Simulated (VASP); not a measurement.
Set up this calculation in VASP 6.6.1, as the native input.

```yaml
Task: single point
Functional: LDA
Potentials_or_basis: VASP PAW LDA potentials, release 64 (B, N)
Cutoff: 520 eV
k_mesh: 8 × 8 × 8
Occupations: gaussian, width 0.01 eV
Spin: no spin polarisation
Dipole_correction: no
Further_INCAR_settings: ALGO = Normal; EDIFF = 1e-06; NBANDS = 11
```

The structure of BN (Qingsongite) lies in POSCAR:

```
BN
1.0
    0.0000000000      1.8429501765      1.8429501765
    1.8429501765      0.0000000000      1.8429501765
    1.8429501765      1.8429501765      0.0000000000
B N
1 1
Direct
    0.0000000000      0.0000000000      0.0000000000
    0.2500000000      0.2500000000      0.2500000000
```

The input as run:

INCAR

```
ALGO = Normal
EDIFF = 1E-6
ENCUT = 520
GGA = CA
ISIF = 2
ISMEAR = 0
LASPH = True
LCHARG = True
LELF = True
LREAL = False
LVHAR = True
LWAVE = False
NBANDS = 11
NELM = 60
PREC = Accurate
SIGMA = 0.01
```

KPOINTS

```
k-points
0
Gamma
  8 8 8
```

Potentials or basis: VASP PAW LDA potentials, release 64 (B, N).

The run is started by

```bash
$ cat potpaw_LDA.64/B/POTCAR potpaw_LDA.64/N/POTCAR > POTCAR
$ mpirun -np 1 vasp_std > vasp.out
```

It gave:

```
Pressure               : -29.1 GPa
Band gap on the k mesh : 4.27 eV, indirect (least direct gap 8.41 eV)
```

Run time: 2.2 s on 1 thread of Intel(R) Xeon(R) 6975P-C (Granite Rapids), on a shared host, peak memory 0.11 GiB.
